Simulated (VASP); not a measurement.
# NaLu3 (Pm-3m) in VASP: a series of runs

NaLu3 is run at these levels: LDA; tasks: single point.

Everything below comes from runs of VASP 6.6.1. Logs are shortened: lines on timing, memory, paths and dates and some standing lists are left out, and cuts for length are marked.

### Step 1. The cell of the first run

Symmetry: Pm-3m, No. 221, cubic system. The conventional cell has a = 4.726 Å, b = 4.726 Å, c = 4.726 Å, α = 90.00°, β = 90.00°, γ = 90.00°. Na (site symmetry m-3m) has 12 Lu at 3.34 Å within 4.4 Å. Within 4.4 Å of Lu (site symmetry 4/mmm) lie 4 Na at 3.34 Å and 8 Lu at 3.34 Å.

### Step 2. Single point, LDA

Input file INCAR:

```
SYSTEM = NaLu3
PREC = Accurate
ENCUT = 520
EDIFF = 1E-6
ISMEAR = -1
SIGMA = 0.1
LREAL = .False.
LASPH = .True.
NELM = 80
ALGO = Normal
ISIF = 2
LWAVE = .False.
LCHARG = .False.
GGA = CA
NBANDS = 49
```

Input file KPOINTS:

```
regular mesh
0
Gamma
  4 4 4
  0 0 0
```

Input file POSCAR:

```
NaLu3
1.0
    4.7264993423      0.0000000000      0.0000000000
    0.0000000000      4.7264993423      0.0000000000
    0.0000000000      0.0000000000      4.7264993423
Na Lu
1 3
Direct
    0.0000000000      0.0000000000      0.0000000000
    0.0000000000      0.5000000000      0.5000000000
    0.5000000000      0.0000000000      0.5000000000
    0.5000000000      0.5000000000      0.0000000000
```

Potentials or basis: VASP PAW PBE potentials, release 64 (Na_pv, Lu).

The run is started by

```sh
$ cat potpaw_PBE.64/Na_pv/POTCAR potpaw_PBE.64/Lu/POTCAR > POTCAR
$ mpirun -np 1 vasp_std > vasp.out
```

OUTCAR:

```text
SYSTEM = NaLu3
   PREC = Accurate
   ENCUT = 520
   EDIFF = 1E-6
   ISMEAR = -1
   LREAL = .False.
   LASPH = .True.
   NELM = 80
   ISIF = 2
   GGA = CA

 ion  position               nearest neighbor table
   1  0.000  0.000  0.000-
   2  0.000  0.500  0.500-   3 3.34   4 3.34   4 3.34   3 3.34   3 3.34   4 3.34   4 3.34   3 3.34

   3  0.500  0.000  0.500-   2 3.34   4 3.34   4 3.34   2 3.34   4 3.34   4 3.34   2 3.34   2 3.34

   4  0.500  0.500  0.000-   2 3.34   3 3.34   2 3.34   3 3.34   3 3.34   3 3.34   2 3.34   2 3.34

  LATTYP: Found a simple cubic cell.
 ALAT       =     4.7264993423

  Lattice vectors:

 A1 = (   4.7264993423,   0.0000000000,   0.0000000000)
 A2 = (   0.0000000000,   4.7264993423,   0.0000000000)
 A3 = (   0.0000000000,   0.0000000000,   4.7264993423)

Analysis of symmetry for initial positions (statically):
=====================================================================
 Subroutine PRICEL returns:
 Original cell was already a primitive cell.

 Routine SETGRP: Setting up the symmetry group for a
 simple cubic supercell.

 Subroutine GETGRP returns: Found 48 space group operations
 (whereof 48 operations were pure point group operations)
 out of a pool of 48 trial point group operations.

The static configuration has the point symmetry O_h .

Analysis of symmetry for dynamics (positions and initial velocities):
=====================================================================
 Subroutine PRICEL returns:
 Original cell was already a primitive cell.

 Routine SETGRP: Setting up the symmetry group for a
 simple cubic supercell.

 Subroutine GETGRP returns: Found 48 space group operations
 (whereof 48 operations were pure point group operations)
 out of a pool of 48 trial point group operations.

The dynamic configuration has the point symmetry O_h .

 Subroutine INISYM returns: Found 48 space group operations
 (whereof 48 operations are pure point group operations),
 and found     1 'primitive' translations

----------------------------------------------------------------------------------------

                                     Primitive cell

  volume of cell :     105.5890

  direct lattice vectors                    reciprocal lattice vectors
     4.726499342  0.000000000  0.000000000     0.211573075  0.000000000  0.000000000
     0.000000000  4.726499342  0.000000000     0.000000000  0.211573075  0.000000000
     0.000000000  0.000000000  4.726499342     0.000000000  0.000000000  0.211573075

  length of vectors
     4.726499342  4.726499342  4.726499342     0.211573075  0.211573075  0.211573075

  position of ions in fractional coordinates (direct lattice)
     0.000000000  0.000000000  0.000000000
     0.000000000  0.500000000  0.500000000
     0.500000000  0.000000000  0.500000000
     0.500000000  0.500000000  0.000000000

  ion indices of the primitive-cell ions
   primitive index   ion index
                 1           1
                 2           2
                 3           3
                 4           4

----------------------------------------------------------------------------------------

 KPOINTS: regular mesh

Automatic generation of k-mesh.
 Grid dimensions read from file:
 generate k-points for:    4    4    4

 Generating k-lattice:

  Cartesian coordinates                     Fractional coordinates (reciprocal lattice)
     0.052893269  0.000000000  0.000000000     0.250000000  0.000000000  0.000000000
     0.000000000  0.052893269  0.000000000     0.000000000  0.250000000  0.000000000
     0.000000000  0.000000000  0.052893269     0.000000000  0.000000000  0.250000000

  Length of vectors
     0.052893269  0.052893269  0.052893269

  Shift w.r.t. Gamma in fractional coordinates (k-lattice)
     0.000000000  0.000000000  0.000000000

 Subroutine IBZKPT returns following result:
 ===========================================

 Found     10 irreducible k-points:

 Following reciprocal coordinates:
            Coordinates               Weight
  0.000000  0.000000  0.000000      1.000000
  0.250000  0.000000  0.000000      6.000000
  0.500000  0.000000  0.000000      3.000000
  0.250000  0.250000  0.000000     12.000000
  0.500000  0.250000  0.000000     12.000000
  0.500000  0.500000  0.000000      3.000000
  0.250000  0.250000  0.250000      8.000000
  0.500000  0.250000  0.250000     12.000000
  0.500000  0.500000  0.250000      6.000000
  0.500000  0.500000  0.500000      1.000000
   k-points           NKPTS =     10   k-points in BZ     NKDIM =     10   number of bands    NBANDS=     49
   number of dos      NEDOS =    301   number of ions     NIONS =      4
   total plane-waves  NPLWV =  46656
   dimension x,y,z NGX =    36 NGY =   36 NGZ =   36
   dimension x,y,z NGXF=    72 NGYF=   72 NGZF=   72
   ions per type =               1   3
   NGX,Y,Z   is equivalent  to a cutoff of  12.66, 12.66, 12.66 a.u.
   NGXF,Y,Z  is equivalent  to a cutoff of  25.32, 25.32, 25.32 a.u.
 SYSTEM =  NaLu3
   PREC   = accura    normal or accurate (medium, high low for compatibility)
   ISTART =      0    job   : 0-new  1-cont  2-samecut
   ICHARG =      2    charge: 1-file 2-atom 10-const
   ISPIN  =      1    spin polarized calculation?
   LNONCOLLINEAR =      F non collinear calculations
   LSORBIT =      F    spin-orbit coupling
   LASPH  =      T    aspherical Exc in radial PAW
   ENCUT  =  520.0 eV  38.22 Ry    6.18 a.u.   8.79  8.79  8.79*2*pi/ulx,y,z
   NELM   =     80;   NELMIN=  2; NELMDL= -5     # of ELM steps
   EDIFF  = 0.1E-05   stopping-criterion for ELM
   LREAL  =      F    real-space projection
   EDIFFG = 0.1E-04   stopping-criterion for IOM
   NSW    =      0    number of steps for IOM
   IBRION =     -1    ionic relax: 0-MD 1-quasi-New 2-CG
   NFREE  =      0    steps in history (QN), initial steepest desc. (CG)
   ISIF   =      2    stress and relaxation
   ISYM   =      2    0-nonsym 1-usesym 2-fastsym
   POTIM  = 0.5000    time-step for ionic-motion
   TEBEG  =    0.0;   TEEND  =   0.0 temperature during run
   PSTRESS=    0.0 pullay stress
   NELECT =      82.0000    total number of electrons
   NUPDOWN=      -1.0000    fix difference up-down
   EMIN   =  10.00;   EMAX   =-10.00  energy-range for DOS
   EFERMI =   0.00;   METHOD = LEGACY
   ISMEAR =    -1;   SIGMA  =   0.10  broadening in eV -4-tet -1-fermi 0-gaus
   EFERMI_NEDOS =   21; number of points for ismear=-14 and -15
   IALGO  =     38    algorithm
   IMIX   =      4    mixing-type and parameters
     AMIX     =   0.40;   BMIX     =  1.00
     AMIX_MAG =   1.60;   BMIX_MAG =  1.00
  volume/ion in A,a.u.               =      26.40       178.14
  Fermi-wavevector in a.u.,A,eV,Ry     =   1.504781  2.843623 30.808551  2.264365
  Thomas-Fermi vector in A             =   2.615715
   LORBIT       =      0    0 simple, 1 ext, 2 COOP (PROOUT), +10 PAW based schemes
   GGA     = CA    functional components
   LHFCALC =     F    Hartree Fock is set to
   AEXX    =    0.0000 exact exchange contribution
   IVDW    =     0    specifies the selected vdW correction
   LEPSILON=     F    determine dielectric tensor
   LRPA    =     F    only Hartree local field effects (RPA)
 non-spin polarized calculation
  energy-cutoff  :      520.00
  volume of cell :      105.59
 maximum number of plane-waves:      2897
 NGX is ok and might be reduce to    36
   NGX = 17   NGY = 17   NGZ = 17

 number of electron      81.9999956 magnetization

 Free energy of the ion-electron system (eV)
  ---------------------------------------------------
  ext. energy  EPLUGINS =         0.00000000
  ---------------------------------------------------
  free energy    TOTEN  =       -15.72370579 eV

  energy without entropy =      -15.57472511  energy(sigma->0) =      -15.64921545

 E-fermi :   2.0854     XC(G=0): -10.6174

 val. band max:        1.9139160050   @ k =   0.2500   0.0000   0.0000
 cond. band min:       2.2051967852   @ k =   0.5000   0.0000   0.0000
 fundamental gap:      0.2912807803
 Fermi energy:         2.0853623493

 k-point     1 :       0.0000    0.0000    0.0000
  band No.  band energies     occupation
      1     -53.9673      2.00000
      2     -53.9196      2.00000
      3     -53.9196      2.00000
      4     -25.0397      2.00000
      5     -25.0397      2.00000
      6     -25.0397      2.00000
[... 41 lines left out ...]
     48       5.5000      0.00000
     49       5.5000      0.00000

 k-point     2 :       0.2500    0.0000    0.0000
  band No.  band energies     occupation
      1     -53.9612      2.00000
      2     -53.9256      2.00000
      3     -53.9195      2.00000
      4     -25.0024      2.00000
      5     -25.0024      2.00000
      6     -24.9814      2.00000
[... 41 lines left out ...]
     48       5.8241      0.00000
     49       5.8273      0.00000

 k-point     3 :       0.5000    0.0000    0.0000
  band No.  band energies     occupation
      1     -53.9513      2.00000
      2     -53.9354      2.00000
      3     -53.9195      2.00000
      4     -24.9500      2.00000
      5     -24.9500      2.00000
      6     -24.8739      2.00000
[... 41 lines left out ...]
     48       4.5800      0.00000
     49       5.0481      0.00000

 k-point     4 :       0.2500    0.2500    0.0000
  band No.  band energies     occupation
      1     -53.9558      2.00000
      2     -53.9275      2.00000
      3     -53.9230      2.00000
      4     -25.0209      2.00000
      5     -24.9635      2.00000
      6     -24.9077      2.00000
[... 249 lines left out ...]
     48       4.9587      0.00000
     49       5.2531      0.00000

 k-point     9 :       0.5000    0.5000    0.2500
  band No.  band energies     occupation
      1     -53.9353      2.00000
      2     -53.9353      2.00000
      3     -53.9353      2.00000
      4     -25.0745      2.00000
      5     -25.0309      2.00000
      6     -24.9723      2.00000
[... 41 lines left out ...]
     48       4.7504      0.00000
     49       5.3553      0.00000

 k-point    10 :       0.5000    0.5000    0.5000
  band No.  band energies     occupation
      1     -53.9353      2.00000
      2     -53.9353      2.00000
      3     -53.9353      2.00000
      4     -25.1486      2.00000
      5     -25.0319      2.00000
      6     -25.0319      2.00000
[... 41 lines left out ...]
     48       5.0964      0.00000
     49       5.0964      0.00000

------------------------ aborting loop because EDIFF is reached ----------------------------------------

  FORCE on cell =-STRESS in cart. coord.  units (eV):
  Direction    XX          YY          ZZ          XY          YZ          ZX
  --------------------------------------------------------------------------------------
  -------------------------------------------------------------------------------------
  Total        0.0445532      0.0445532      0.0445532      0.0000000     -0.0000000      0.0000000
  in kB        0.6760367      0.6760367      0.6760367      0.0000000     -0.0000000      0.0000000
  external PRESSURE =       0.6760367 kB  Pullay stress =       0.0000000 kB

 VOLUME and BASIS-vectors are now :
 -----------------------------------------------------------------------------
  energy-cutoff  :      520.00
  volume of cell :      105.59
      direct lattice vectors                 reciprocal lattice vectors
     4.726499342  0.000000000  0.000000000     0.211573075  0.000000000  0.000000000
     0.000000000  4.726499342  0.000000000     0.000000000  0.211573075  0.000000000
     0.000000000  0.000000000  4.726499342     0.000000000  0.000000000  0.211573075

 POSITION                                       TOTAL-FORCE (eV/Angst)
 -----------------------------------------------------------------------------------
      0.00000      0.00000      0.00000         0.000000      0.000000      0.000000
      0.00000      2.36325      2.36325         0.000000      0.000000      0.000000
      2.36325      0.00000      2.36325         0.000000      0.000000      0.000000
      2.36325      2.36325      0.00000         0.000000      0.000000      0.000000
 -----------------------------------------------------------------------------------
    total drift:                                0.000000      0.000000      0.000000

  FREE ENERGIE OF THE ION-ELECTRON SYSTEM (eV)
  ---------------------------------------------------
  free  energy   TOTEN  =       -15.7237057884 eV

  energy  without entropy=      -15.5747251132  energy(sigma->0) =      -15.64921545
```

Wall time 24 s (1 thread of Intel Xeon 6975P-C (Granite Rapids), shared host); peak memory 0.19 GiB.

What came out:

| Item | Value |
| --- | --- |
| Free energy | -15.7237 eV |
| Pressure | 0.1 GPa |
| Band gap on the k mesh | zero (bands 41 and 42 overlap by 1.02 eV) |

Levels at points of the mesh, in eV from the Fermi level:
| k point | band 38 | band 39 | band 40 | band 41 | band 42 | band 43 |
| --- | --- | --- | --- | --- | --- | --- |
| (0.00, 0.00, 0.00) | -2.12 | -1.26 | -1.26 | -0.41 | -0.41 | -0.41 |
| (0.50, 0.00, 0.00) | -3.26 | -1.02 | 0.12 | 0.18 | 0.18 | 0.40 |
| (0.50, 0.50, 0.00) | -2.39 | -1.84 | -1.41 | 0.24 | 0.34 | 0.67 |
| (0.50, 0.50, 0.50) | -2.20 | -2.20 | -1.99 | 0.61 | 0.61 | 0.61 |

Caveat: the PAW data sets were made with another functional, which shifts forces and pressure a little; spin-orbit coupling is left out, which moves the levels of the heavy elements.

### Step 3. Single point, LDA

This run uses another cell than the first one, of 26.57 Å³/atom.

Input file INCAR:

```
PREC = Accurate
ENCUT = 520
EDIFF = 1E-7
ISMEAR = -1
SIGMA = 0.1
LREAL = False
LASPH = True
NELM = 80
ALGO = Normal
ISIF = 2
LWAVE = False
LCHARG = False
GGA = CA
NBANDS = 49
```

Input file KPOINTS:

```
Automatic mesh
0
Gamma
  5 5 5
```

Input file POSCAR:

```
NaLu3
1.0
    4.7369972245      0.0000000000      0.0000000000
    0.0000000000      4.7369972245      0.0000000000
    0.0000000000      0.0000000000      4.7369972245
Na Lu
1 3
Direct
    0.0000000000      0.0000000000      0.0000000000
    0.0000000000      0.5000000000      0.5000000000
    0.5000000000      0.0000000000      0.5000000000
    0.5000000000      0.5000000000      0.0000000000
```

Potentials or basis: VASP PAW PBE potentials, release 64 (Na_pv, Lu).

The run is started by

```sh
$ cat potpaw_PBE.64/Na_pv/POTCAR potpaw_PBE.64/Lu/POTCAR > POTCAR
$ mpirun -np 1 vasp_std > vasp.out
```

OUTCAR:

```text
PREC = Accurate
   ENCUT = 520
   EDIFF = 1E-7
   ISMEAR = -1
   LREAL = False
   LASPH = True
   NELM = 80
   ISIF = 2
   GGA = CA

 ion  position               nearest neighbor table
   1  0.000  0.000  0.000-
   2  0.000  0.500  0.500-   3 3.35   4 3.35   4 3.35   3 3.35   3 3.35   4 3.35   4 3.35   3 3.35

   3  0.500  0.000  0.500-   2 3.35   4 3.35   4 3.35   2 3.35   4 3.35   4 3.35   2 3.35   2 3.35

[... 703 lines left out ...]
  FORCE on cell =-STRESS in cart. coord.  units (eV):
  Direction    XX          YY          ZZ          XY          YZ          ZX
  --------------------------------------------------------------------------------------
  -------------------------------------------------------------------------------------
  Total        0.0653638      0.0653638      0.0653638      0.0000000     -0.0000000      0.0000000
  in kB        0.9852321      0.9852321      0.9852321      0.0000000     -0.0000000      0.0000000
  external PRESSURE =       0.9852321 kB  Pullay stress =       0.0000000 kB

 VOLUME and BASIS-vectors are now :
 -----------------------------------------------------------------------------
  energy-cutoff  :      520.00
  volume of cell :      106.29
      direct lattice vectors                 reciprocal lattice vectors
     4.736997224  0.000000000  0.000000000     0.211104198  0.000000000  0.000000000
     0.000000000  4.736997224  0.000000000     0.000000000  0.211104198  0.000000000
     0.000000000  0.000000000  4.736997224     0.000000000  0.000000000  0.211104198

 POSITION                                       TOTAL-FORCE (eV/Angst)
 -----------------------------------------------------------------------------------
      0.00000      0.00000      0.00000         0.000000      0.000000      0.000000
      0.00000      2.36850      2.36850         0.000000      0.000000      0.000000
      2.36850      0.00000      2.36850         0.000000      0.000000      0.000000
      2.36850      2.36850      0.00000         0.000000      0.000000      0.000000
 -----------------------------------------------------------------------------------
    total drift:                                0.000000      0.000000      0.000000

  FREE ENERGIE OF THE ION-ELECTRON SYSTEM (eV)
  ---------------------------------------------------
  free  energy   TOTEN  =       -15.6483935724 eV

  energy  without entropy=      -15.4337654394  energy(sigma->0) =      -15.54107951
```

OSZICAR:

```text
N       E                     dE             d eps       ncg     rms          rms(c)
DAV:   1     0.736908243157E+03    0.73691E+03   -0.29659E+04  1436   0.534E+03
DAV:   2     0.998937957919E+02   -0.63701E+03   -0.60319E+03  1252   0.871E+02
DAV:   3     0.163273553910E+00   -0.99731E+02   -0.97482E+02  1117   0.225E+02
DAV:   4    -0.152037241478E+02   -0.15367E+02   -0.14950E+02  1553   0.624E+01
DAV:   5    -0.160541728247E+02   -0.85045E+00   -0.84678E+00  1528   0.134E+01    0.641E+00
DAV:   6    -0.156880525166E+02    0.36612E+00   -0.17788E+00  1520   0.137E+01    0.228E+00
DAV:   7    -0.156517991045E+02    0.36253E-01   -0.25525E-01  1480   0.273E+00    0.497E-01
DAV:   8    -0.156484589516E+02    0.33402E-02   -0.31373E-02  1416   0.132E+00    0.137E-01
DAV:   9    -0.156483555305E+02    0.10342E-03   -0.17255E-03  1664   0.216E-01    0.899E-02
DAV:  10    -0.156483939661E+02   -0.38436E-04   -0.65128E-04  1456   0.210E-01    0.217E-02
DAV:  11    -0.156483932926E+02    0.67357E-06   -0.88580E-05  1480   0.804E-02    0.644E-03
DAV:  12    -0.156483935889E+02   -0.29635E-06   -0.99344E-06  1544   0.213E-02    0.222E-03
DAV:  13    -0.156483935724E+02    0.16571E-07   -0.67982E-07  1240   0.574E-03
   1 F= -.15648394E+02 E0= -.15541080E+02  d E =-.214628E+00
```

It took 27 s on 1 thread of Intel Xeon 6975P-C (Granite Rapids), shared host; peak memory 0.2 GiB.

What came out:

| Property | Result |
| --- | --- |
| Free energy | -15.6484 eV |
| Pressure | 0.1 GPa |
| Band gap on the k mesh | zero (bands 41 and 42 overlap by 0.76 eV) |

Levels at points of the mesh, in eV from the Fermi level:
```
           k point  band 39  band 40  band 41  band 42  band 43  band 44
(0.00, 0.00, 0.00)    -1.26    -1.26    -0.41    -0.41    -0.41     2.29
```

Caveat: the PAW data sets were made with another functional, which shifts forces and pressure a little; spin-orbit coupling is left out, which moves the levels of the heavy elements.
